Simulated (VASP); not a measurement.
Crystal: Sr2C.

```
C Sr
1.0
     0.00000    3.36014    3.36014
     3.36014    0.00000    3.36014
     3.36014    3.36014    0.00000
C Sr
1 2
Direct
  0.00000 0.00000 0.00000
  0.25000 0.25000 0.25000
  0.75000 0.75000 0.75000
```

Base run:

| Quantity | Value |
| --- | --- |
| Program | VASP 6.6.1 |
| Functional | PBE-based screened hybrid with 15 % exact exchange |
| Potentials or basis | VASP PAW PBE potentials, release 64 (C, Sr_sv) |
| Cutoff | 520 eV |
| k mesh | 4 × 4 × 4 |
| Occupations | fermi-dirac, width 0.02 eV |
| Spin | no spin polarisation |

Its results: band gap on the k mesh 0.08 eV (least direct gap 0.09 eV); pressure 0.5 GPa.

**Question.** The run is repeated on the same cell with these changes: functional from PBE-based screened hybrid with 15 % exact exchange to PBE0; share of exact exchange from 0.15 to 0.25. What comes out?

**Answer.** Band gap on the k mesh 1.01 eV (least direct gap 1.08 eV); pressure 0.4 GPa.

Caveats: the PAW data sets were made with another functional, which shifts forces and pressure a little.

A k mesh can miss the band edges.
